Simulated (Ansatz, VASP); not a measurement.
# One calculation of SnSe, two programs

Contents of INCAR:

```
ALGO     = Normal         # electronic algorithm
EDIFF    = 1E-6           # SCF threshold, eV
ENCUT    = 520            # plane-wave cutoff, eV
GGA      = PE             # functional
ISIF     = 2              # what is computed and relaxed
ISMEAR   = 0              # smearing method
IVDW     = 12             # dispersion correction
LASPH    = T              # aspherical terms in the spheres
LCHARG   = T              # write CHGCAR
LELF     = T              # ELF
LREAL    = F              # projectors in reciprocal space
LVHAR    = T            
LWAVE    = F              # write WAVECAR
NBANDS   = 28             # bands
NELM     = 60             # most SCF steps
PREC     = Accurate       # precision mode
SIGMA    = 0.03           # smearing width, eV
```

File KPOINTS:

```
k-points
0
Gamma
  8 8 6
```

File POSCAR:

```
SnSe
1.0
    4.3627000000      0.0000000000      0.0000000000
    0.0000000000      4.3627000000      0.0000000000
    0.0000000000      0.0000000000      6.2577000000
Sn Se
2 2
Direct
    0.5000000000      0.0000000000      0.2500887432
    0.0000000000      0.5000000000      0.7499112568
    0.5000000000      0.0000000000      0.7499352227
    0.0000000000      0.5000000000      0.2500647773
```

Input for Ansatz:

```yaml
crystal:
  lattice:
    - [4.3627, 0.0, 0.0]
    - [0.0, 4.3627, 0.0]
    - [0.0, 0.0, 6.2577]
  atoms:
    - { symbol: Sn, position: [0.5, 0.0, 0.2500887432] }
    - { symbol: Sn, position: [0.0, 0.5, 0.7499112568] }
    - { symbol: Se, position: [0.5, 0.0, 0.7499352227] }
    - { symbol: Se, position: [0.0, 0.5, 0.2500647773] }
basis:
  ecutwfc: 420
kpoints:
  mp_grid: { grid: [8, 8, 6] }
hamiltonian:
  xc: pbe
  dispersion: d3bj
scf:
  occupations: { method: gaussian, width: 0.03 }
output:
  forces: true
  stress: true
  eigenvalues: true
```

Alike in both runs: task single point; functional PBE; dispersion D3(BJ); k mesh 8 × 8 × 6; occupations gaussian, width 0.03 eV; no spin polarisation.

|  | VASP | Ansatz |
| --- | --- | --- |
| version | VASP 6.6.1 | Ansatz 0.2.0 |
| potentials or method | VASP PAW PBE potentials, release 64 (Sn_d, Se), cutoff 520 eV | scalar-relativistic, plane waves, PAW |
| valence electrons in the cell | 40 | 60 |

Ansatz gave:

```
gap on the k mesh at the Fermi level (eV)                     : 0.23
least direct gap on the mesh (eV)                             : 0.23
pressure (GPa)                                                : -3.2
traceless stress, the component that is largest in VASP (GPa) : -0.71
```

**Question.** Which values does VASP return?

**Answer.** gap on the k mesh at the Fermi level (eV): 0.23; least direct gap on the mesh (eV): 0.23; pressure (GPa): -3.3; traceless stress, the component that is largest in VASP (GPa): -0.71.

VASP's potentials hold 40 valence electrons a cell and Ansatz's 60, so a difference there can come from the potentials and not from the codes. Ansatz's warnings: dispersion switch in reach.
